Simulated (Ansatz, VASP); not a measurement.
# One calculation of Ga, two programs

```
CELL_PARAMETERS angstrom
1.41360 -4.07278 -0.02240
1.41360 4.07278 -0.02240
-0.17399 0.00000 3.33450
ATOMIC_POSITIONS crystal
Ga 0.86575 0.13425 0.25000
Ga 0.13425 0.86575 0.75000
```

Alike in both runs: functional PBE; k mesh 14 × 14 × 10; occupations gaussian, width 0.1 eV; no spin polarisation.

Ansatz relaxed the structure, and its values are those at the end. VASP's run is a single point on that final structure, the one shown.

|  | VASP | Ansatz |
| --- | --- | --- |
| version | VASP 6.6.1 | Ansatz 0.2.0 |
| potentials or method | VASP PAW PBE potentials, release 64 (Ga_d), cutoff 520 eV | scalar-relativistic, plane waves, PAW |
| valence electrons in the cell | 26 | 26 |

```tsv
	VASP	Ansatz	Ansatz less VASP
gap on the k mesh at the Fermi level (eV)	none	none	-
pressure (GPa)	0.2	0.0	-0.20
```

A gap of «none» marks a metal or a gap that the smearing closes.
